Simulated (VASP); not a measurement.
Wanted: the native input for a VASP 6.6.1 run.

```
Task                   : single point
Functional             : r2SCAN
Potentials or basis    : VASP PAW PBE potentials, release 64 (Sn_d, Se)
Cutoff                 : 520 eV
k mesh                 : 6 × 6 × 6
Occupations            : gaussian, width 0.01 eV
Spin                   : no spin polarisation
Dipole correction      : no
Further INCAR settings : ALGO = Normal; EDIFF = 1e-06; NBANDS = 17
```

SnSe:

```xyz
2
Lattice="0.0000 2.9898 2.9898 2.9898 0.0000 2.9898 2.9898 2.9898 0.0000" Properties=species:S:1:pos:R:3 pbc="T T T"
Sn    0.0000    0.0000    0.0000
Se    2.9898    2.9898    2.9898
```

One way to write it, as run:

POSCAR

```
SnSe
1.0
    0.0000000000      2.9897980490      2.9897980490
    2.9897980490      0.0000000000      2.9897980490
    2.9897980490      2.9897980490      0.0000000000
Sn Se
1 1
Direct
    0.0000000000      0.0000000000      0.0000000000
    0.5000000000      0.5000000000      0.5000000000
```

INCAR.step1

```
SYSTEM = SnSe
  PREC = Accurate
  ENCUT = 520
  ISMEAR = 0
  SIGMA = 0.01
  LREAL = .False.
  LASPH = .True.
  NELM = 100
  NBANDS = 17
  GGA = PE
  ALGO = Normal
  EDIFF = 1E-4
  LWAVE = .True.
  LCHARG = .False.
```

INCAR.step2

```
SYSTEM = SnSe
  PREC = Accurate
  ENCUT = 520
  EDIFF = 1E-6
  ISMEAR = 0
  SIGMA = 0.01
  LREAL = .False.
  LASPH = .True.
  NELM = 100
  ALGO = Normal
  ISIF = 2
  LWAVE = .False.
  LCHARG = .False.
  METAGGA = R2SCAN
  LMIXTAU = .True.
  NBANDS = 17
  ISTART = 1
```

KPOINTS

```
Automatic mesh
0
Gamma
  6 6 6
  0 0 0
```

Potentials or basis: VASP PAW PBE potentials, release 64 (Sn_d, Se).

Run with:

```sh
$ cat potpaw_PBE.64/Sn_d/POTCAR potpaw_PBE.64/Se/POTCAR > POTCAR
$ cp INCAR.step1 INCAR
$ mpirun -np 1 vasp_std > vasp.out
$ cp INCAR.step2 INCAR
$ mpirun -np 1 vasp_std > vasp.out
```

It gave:

```
Pressure               : 0.7 GPa
Band gap on the k mesh : 0.55 eV, direct
```

Caveat: the PAW data sets were made with another functional, which shifts forces and pressure a little; spin-orbit coupling is left out, which moves the levels of the heavy elements.

Wall time 31 s on 1 thread of Intel(R) Xeon(R) Platinum 8488C (Sapphire Rapids) (shared host), peak memory 0.18 GiB.
